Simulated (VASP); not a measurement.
Here is a VASP 6.6.1 calculation.

The input POSCAR:

```
Pt
1.0
    2.6226323350      0.0000000000      0.0000000000
   -1.3113161675      2.2712662269      0.0000000000
    0.0000000000      0.0000000000      4.6723306500
Pt
2
Direct
    0.6666666667      0.3333333333      0.7500000000
    0.3333333333      0.6666666667      0.2500000000
```

File INCAR.step1:

```
ALGO = Normal
EDIFF = 1E-4
ENCUT = 520
GGA = PE
ISMEAR = 0
LASPH = T
LCHARG = F
LREAL = F
LWAVE = T
NBANDS = 17
NELM = 80
PREC = Accurate
SIGMA = 0.15
```

Contents of INCAR.step2:

```
ALGO = Normal
EDIFF = 1E-6
ENCUT = 520
ISIF = 2
ISMEAR = 0
ISTART = 1
LASPH = T
LCHARG = F
LMIXTAU = T
LREAL = F
LWAVE = F
METAGGA = R2SCAN
NBANDS = 17
NELM = 80
PREC = Accurate
SIGMA = 0.15
```

Contents of KPOINTS:

```
k-points
0
Gamma
  18 18 10
```

Potentials or basis: VASP PAW PBE potentials, release 64 (Pt).

Launch:

```console
$ cat potpaw_PBE.64/Pt/POTCAR > POTCAR
$ cp INCAR.step1 INCAR
$ mpirun -np 1 vasp_std > vasp.out
$ cp INCAR.step2 INCAR
$ mpirun -np 1 vasp_std > vasp.out
```

Task: Predict the band gap on the k mesh.

Result: Zero (bands 10 and 11 overlap by 1.79 eV).

Task: Predict the pressure.

Result: 38.5 GPa.

Stress tensor (GPa, compression positive):
```
43.56  0.00  0.00
 0.00 43.56  0.00
 0.00  0.00 28.31
```

Caveat: the cell differs from its parent crystal (strain -0.050 along x and y, -0.025 along z); the cell stands under pressure; the PAW data sets were made with another functional, which shifts forces and pressure a little; spin-orbit coupling is left out, which moves the levels of the heavy elements.
